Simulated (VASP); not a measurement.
# Ag in VASP: notebook

Runs on Ag. Level: PBEsol. Tasks: single point.

Everything below comes from runs of VASP 6.6.1. Logs are shortened: lines on timing, memory, paths and dates and some standing lists are left out, and cuts for length are marked.

## 1. The cell of the first run

The cell holds a slab with vacuum, 4 atoms: a = 2.867 Å, b = 2.867 Å, c = 24.022 Å, α = 90.00°, β = 90.00°, γ = 120.00°.

## 2. Single point, PBEsol

INCAR reads:

```
PREC = Accurate ; ENCUT = 520
EDIFF = 1E-7 ; ISMEAR = 0
SIGMA = 0.1 ; LREAL = F
LASPH = T ; NELM = 100
ALGO = Normal ; ISIF = 2
LWAVE = F ; LCHARG = T
LDIPOL = T ; IDIPOL = 3
DIPOL = 0.5 0.5 0.499 ; GGA = PS
LELF = T ; LVHAR = T
LVACPOTAV = T ; NBANDS = 30
```

KPOINTS reads:

```
Automatic mesh
0
Gamma
  12 12 1
```

POSCAR reads:

```
Ag
1.0
    2.8669036820      0.0000000000      0.0000000000
   -1.4334518410      2.4828114189      0.0000000000
    0.0000000000      0.0000000000     24.0224511627
Ag
4
Direct
    0.6666666667      0.3333333333      0.3538356657
    0.3333333333      0.6666666667      0.4512785552
    0.0000000000      0.0000000000      0.5472249450
    0.6666666667      0.3333333333      0.6436871124
```

Potentials or basis: VASP PAW PBE potentials, release 64 (Ag).

The run is started by

```console
> cat potpaw_PBE.64/Ag/POTCAR > POTCAR
> mpirun -np 1 vasp_std > vasp.out
```

OUTCAR:

```text
PREC = Accurate
   ENCUT = 520
   EDIFF = 1E-7
   ISMEAR = 0
   LREAL = F
   LASPH = T
   NELM = 100
   ISIF = 2
   GGA = PS

 ion  position               nearest neighbor table
   1  0.667  0.333  0.354-   2 2.87   2 2.87   2 2.87
   2  0.333  0.667  0.451-   3 2.84   3 2.84   3 2.84   1 2.87   1 2.87   1 2.87
   3  0.000  0.000  0.547-   2 2.84   2 2.84   2 2.84   4 2.85   4 2.85   4 2.85
   4  0.667  0.333  0.644-   3 2.85   3 2.85   3 2.85

  LATTYP: Found a hexagonal cell.
 ALAT       =     2.8669036820
 C/A-ratio  =     8.3792320312

  Lattice vectors:

 A1 = (   2.8669036820,   0.0000000000,   0.0000000000)
 A2 = (  -1.4334518410,   2.4828114189,   0.0000000000)
 A3 = (   0.0000000000,   0.0000000000,  24.0224511627)

Analysis of symmetry for initial positions (statically):
=====================================================================
 Subroutine PRICEL returns:
 Original cell was already a primitive cell.

 Routine SETGRP: Setting up the symmetry group for a
 hexagonal supercell.

 Subroutine GETGRP returns: Found  6 space group operations
 (whereof  6 operations were pure point group operations)
 out of a pool of 24 trial point group operations.

The static configuration has the point symmetry C_3v.

Analysis of symmetry for dynamics (positions and initial velocities):
=====================================================================
 Subroutine PRICEL returns:
 Original cell was already a primitive cell.

 Routine SETGRP: Setting up the symmetry group for a
 hexagonal supercell.

 Subroutine GETGRP returns: Found  6 space group operations
 (whereof  6 operations were pure point group operations)
 out of a pool of 24 trial point group operations.

The dynamic configuration has the point symmetry C_3v.

 Subroutine INISYM returns: Found  6 space group operations
 (whereof  6 operations are pure point group operations),
 and found     1 'primitive' translations

----------------------------------------------------------------------------------------

                                     Primitive cell

  volume of cell :     170.9914

  direct lattice vectors                    reciprocal lattice vectors
     2.866903682  0.000000000  0.000000000     0.348808370  0.201384606  0.000000000
    -1.433451841  2.482811419  0.000000000     0.000000000  0.402769213  0.000000000
     0.000000000  0.000000000 24.022451163     0.000000000  0.000000000  0.041627725

  length of vectors
     2.866903682  2.866903682 24.022451163     0.402769213  0.402769213  0.041627725

  position of ions in fractional coordinates (direct lattice)
     0.666666667  0.333333333  0.353835666
     0.333333333  0.666666667  0.451278555
     0.000000000  0.000000000  0.547224945
     0.666666667  0.333333333  0.643687112

  ion indices of the primitive-cell ions
   primitive index   ion index
                 1           1
                 2           2
                 3           3
                 4           4

----------------------------------------------------------------------------------------

 KPOINTS: Automatic mesh

Automatic generation of k-mesh.
 Grid dimensions read from file:
 generate k-points for:   12   12    1

 Generating k-lattice:

  Cartesian coordinates                     Fractional coordinates (reciprocal lattice)
     0.029067364  0.016782051  0.000000000     0.083333333  0.000000000  0.000000000
     0.000000000  0.033564101  0.000000000     0.000000000  0.083333333  0.000000000
     0.000000000  0.000000000  0.041627725     0.000000000  0.000000000  1.000000000

  Length of vectors
     0.033564101  0.033564101  0.041627725

  Shift w.r.t. Gamma in fractional coordinates (k-lattice)
     0.000000000  0.000000000  0.000000000

 Subroutine IBZKPT returns following result:
 ===========================================

 Found     19 irreducible k-points:

 Following reciprocal coordinates:
            Coordinates               Weight
  0.000000  0.000000  0.000000      1.000000
  0.083333  0.000000  0.000000      6.000000
  0.166667  0.000000  0.000000      6.000000
  0.250000  0.000000  0.000000      6.000000
  0.333333 -0.000000  0.000000      6.000000
  0.416667  0.000000  0.000000      6.000000
[... 11 lines left out ...]
  0.333333  0.250000  0.000000     12.000000
  0.333333  0.333333  0.000000      2.000000
   k-points           NKPTS =     19   k-points in BZ     NKDIM =     19   number of bands    NBANDS=     30
   number of dos      NEDOS =    301   number of ions     NIONS =      4
   total plane-waves  NPLWV = 103680
   dimension x,y,z NGX =    24 NGY =   24 NGZ =  180
   dimension x,y,z NGXF=    48 NGYF=   48 NGZF=  360
   ions per type =               4
   NGX,Y,Z   is equivalent  to a cutoff of  13.92, 13.92, 12.46 a.u.
   NGXF,Y,Z  is equivalent  to a cutoff of  27.83, 27.83, 24.91 a.u.
 SYSTEM =  unknown system
   PREC   = accura    normal or accurate (medium, high low for compatibility)
   ISTART =      0    job   : 0-new  1-cont  2-samecut
   ICHARG =      2    charge: 1-file 2-atom 10-const
   ISPIN  =      1    spin polarized calculation?
   LNONCOLLINEAR =      F non collinear calculations
   LSORBIT =      F    spin-orbit coupling
   LASPH  =      T    aspherical Exc in radial PAW
   ENCUT  =  520.0 eV  38.22 Ry    6.18 a.u.   5.33  5.33 44.67*2*pi/ulx,y,z
   NELM   =    100;   NELMIN=  2; NELMDL= -5     # of ELM steps
   EDIFF  = 0.1E-06   stopping-criterion for ELM
   LREAL  =      F    real-space projection
   EDIFFG = 0.1E-05   stopping-criterion for IOM
   NSW    =      0    number of steps for IOM
   IBRION =     -1    ionic relax: 0-MD 1-quasi-New 2-CG
   NFREE  =      0    steps in history (QN), initial steepest desc. (CG)
   ISIF   =      2    stress and relaxation
   ISYM   =      2    0-nonsym 1-usesym 2-fastsym
   POTIM  = 0.5000    time-step for ionic-motion
   TEBEG  =    0.0;   TEEND  =   0.0 temperature during run
   PSTRESS=    0.0 pullay stress
   NELECT =      44.0000    total number of electrons
   NUPDOWN=      -1.0000    fix difference up-down
   EMIN   =  10.00;   EMAX   =-10.00  energy-range for DOS
   EFERMI =   0.00;   METHOD = LEGACY
   ISMEAR =     0;   SIGMA  =   0.10  broadening in eV -4-tet -1-fermi 0-gaus
   EFERMI_NEDOS =   21; number of points for ismear=-14 and -15
   IALGO  =     38    algorithm
   IMIX   =      4    mixing-type and parameters
     AMIX     =   0.40;   BMIX     =  1.00
     AMIX_MAG =   1.60;   BMIX_MAG =  1.00
  volume/ion in A,a.u.               =      42.75       288.48
  Fermi-wavevector in a.u.,A,eV,Ry     =   1.041280  1.967735 14.752318  1.084265
  Thomas-Fermi vector in A             =   2.175894
   LORBIT       =      0    0 simple, 1 ext, 2 COOP (PROOUT), +10 PAW based schemes
   GGA     = PS    functional components
   LHFCALC =     F    Hartree Fock is set to
   AEXX    =    0.0000 exact exchange contribution
   IVDW    =     0    specifies the selected vdW correction
   LEPSILON=     F    determine dielectric tensor
   LRPA    =     F    only Hartree local field effects (RPA)
 non-spin polarized calculation
 Gauss-broadening in eV      SIGMA  =   0.10
  energy-cutoff  :      520.00
  volume of cell :      170.99
 maximum number of plane-waves:      4637
 NGX is ok and might be reduce to    24
   NGX = 11   NGY = 11   NGZ = 89

 dipolmoment           0.000000      0.000000      0.000108 electrons x Angstroem

 number of electron      43.9999992 magnetization

 dipolmoment           0.000000      0.000000     -0.000402 electrons x Angstroem

 Free energy of the ion-electron system (eV)
  ---------------------------------------------------
  ext. energy  EPLUGINS =         0.00000000
  ---------------------------------------------------
  free energy    TOTEN  =       -12.35633948 eV

  energy without entropy =      -12.35115343  energy(sigma->0) =      -12.35374645

 E-fermi :   0.5309     XC(G=0):  -5.5673

 val. band max:        0.4385724934   @ k =   0.4167   0.0833   0.0000
 cond. band min:       0.5423780012   @ k =   0.1667   0.0000   0.0000
 fundamental gap:      0.1038055078
 Fermi energy:         0.5308584196

 k-point     1 :       0.0000    0.0000    0.0000
  band No.  band energies     occupation
      1      -7.0681      2.00000
      2      -6.1309      2.00000
      3      -5.8300      2.00000
      4      -5.6635      2.00000
      5      -4.2540      2.00000
      6      -4.2167      2.00000
[... 22 lines left out ...]
     29       6.3173      0.00000
     30       7.9896      0.00000

 k-point     2 :       0.0833    0.0000    0.0000
  band No.  band energies     occupation
      1      -6.8773      2.00000
      2      -5.9545      2.00000
      3      -5.6978      2.00000
      4      -5.5146      2.00000
      5      -4.3773      2.00000
      6      -4.2870      2.00000
[... 22 lines left out ...]
     29       6.4513      0.00000
     30       8.1499      0.00000

 k-point     3 :       0.1667    0.0000    0.0000
  band No.  band energies     occupation
      1      -6.3617      2.00000
      2      -5.5460      2.00000
      3      -5.3813      2.00000
      4      -5.1667      2.00000
      5      -4.6349      2.00000
      6      -4.4441      2.00000
[... 22 lines left out ...]
     29       6.8691      0.00000
     30       8.6358      0.00000

 k-point     4 :       0.2500    0.0000    0.0000
  band No.  band energies     occupation
      1      -5.7951      2.00000
      2      -5.4034      2.00000
      3      -5.2355      2.00000
      4      -5.0029      2.00000
      5      -4.8597      2.00000
      6      -4.6024      2.00000
[... 451 lines left out ...]
     29       8.3311      0.00000
     30       8.9090      0.00000

 k-point    18 :       0.3333    0.2500    0.0000
  band No.  band energies     occupation
      1      -5.3521      2.00000
      2      -5.1980      2.00000
      3      -5.0382      2.00000
      4      -4.8797      2.00000
      5      -4.8273      2.00000
      6      -4.6368      2.00000
[... 22 lines left out ...]
     29       7.5481      0.00000
     30       8.6341      0.00000

 k-point    19 :       0.3333    0.3333    0.0000
  band No.  band energies     occupation
      1      -5.1363      2.00000
      2      -5.1301      2.00000
      3      -5.1253      2.00000
      4      -4.7815      2.00000
      5      -4.7647      2.00000
      6      -4.5612      2.00000
[... 22 lines left out ...]
     29       6.9031      0.00000
     30       7.7964      0.00000

------------------------ aborting loop because EDIFF is reached ----------------------------------------

  FORCE on cell =-STRESS in cart. coord.  units (eV):
  Direction    XX          YY          ZZ          XY          YZ          ZX
  --------------------------------------------------------------------------------------
  -------------------------------------------------------------------------------------
  Total       -0.9426404     -0.9426404     -0.2447901      0.0000000      0.0000000      0.0000000
  in kB       -8.8324765     -8.8324765     -2.2936665      0.0000000      0.0000000      0.0000000
  external PRESSURE =      -6.6528732 kB  Pullay stress =       0.0000000 kB

 VOLUME and BASIS-vectors are now :
 -----------------------------------------------------------------------------
  energy-cutoff  :      520.00
  volume of cell :      170.99
      direct lattice vectors                 reciprocal lattice vectors
     2.866903682  0.000000000  0.000000000     0.348808370  0.201384606  0.000000000
    -1.433451841  2.482811419  0.000000000     0.000000000  0.402769213  0.000000000
     0.000000000  0.000000000 24.022451163     0.000000000  0.000000000  0.041627725

 POSITION                                       TOTAL-FORCE (eV/Angst)
 -----------------------------------------------------------------------------------
      1.43345      0.82760      8.50000        -0.000000     -0.000000      0.079090
     -0.00000      1.65521     10.84082        -0.000000      0.000000     -0.074634
      0.00000      0.00000     13.14568         0.000000      0.000000      0.001596
      1.43345      0.82760     15.46294         0.000000      0.000000     -0.006051
 -----------------------------------------------------------------------------------
    total drift:                               -0.000000      0.000000      0.000006

  FREE ENERGIE OF THE ION-ELECTRON SYSTEM (eV)
  ---------------------------------------------------
  free  energy   TOTEN  =       -12.3563394765 eV

  energy  without entropy=      -12.3511534258  energy(sigma->0) =      -12.35374645

 vacuum level on the upper side and lower side of the slab         5.140         5.150
```

It took 1.9 min on 1 thread of Intel Xeon Platinum 8559C (Emerald Rapids), shared host; peak memory 0.33 GiB.

Results:

```
Free energy            : -12.3563 eV
Largest force          : 0.079 eV/Å
Band gap on the k mesh : zero (band 22 reaches 4.18 eV, above the bottom of band 23 at -2.40 eV)
```

Forces in eV/Å, atoms in the order of the input:
```
Ag   0.000  0.000  0.079
Ag   0.000  0.000 -0.075
Ag   0.000  0.000  0.002
Ag   0.000  0.000 -0.006
```

Caveat: the PAW data sets were made with another functional, which shifts forces and pressure a little.

## 3. Single point, PBEsol

INCAR is that of step 2.

KPOINTS is that of step 2.

POSCAR reads:

```
Ag
1.0
    2.8669036825      0.0000000000      0.0000000000
   -1.4334518412      2.4828114192      0.0000000000
    0.0000000000      0.0000000000     24.0224511637
Ag
4
Direct
    0.6666666667      0.3333333333      0.3538356657
    0.3333333333      0.6666666667      0.4512785552
    0.0000000000      0.0000000000      0.5472249449
    0.6666666667      0.3333333333      0.6436871121
```

Potentials or basis: VASP PAW PBE potentials, release 64 (Ag).

The run is started by

```console
> cat potpaw_PBE.64/Ag/POTCAR > POTCAR
> mpirun -np 1 vasp_std > vasp.out
```

Wall time 4.5 min (1 thread of Intel Xeon Platinum 8259CL at 2.50GHz (Skylake/Cascade Lake), shared host); peak memory 0.32 GiB.

Results (log left out):

```
Free energy            : -12.3563 eV
Largest force          : 0.079 eV/Å
Band gap on the k mesh : zero (band 22 reaches 4.18 eV, above the bottom of band 23 at -2.40 eV)
```

Forces on the atoms (eV/Å):
```
Ag   0.000  0.000  0.079
Ag   0.000  0.000 -0.075
Ag   0.000  0.000  0.002
Ag   0.000  0.000 -0.006
```

Levels at points of the mesh, in eV from the Fermi level:
```csv
k point,band 19,band 20,band 21,band 22,band 23,band 24,band 25,band 26
"(0.00, 0.00, 0.00)",-3.40,-3.23,-3.23,-2.93,-2.93,-0.98,0.23,4.30
"(0.50, 0.00, 0.00)",-2.67,-2.64,0.06,0.93,1.44,1.63,4.19,4.72
```

Caveat: the PAW data sets were made with another functional, which shifts forces and pressure a little.
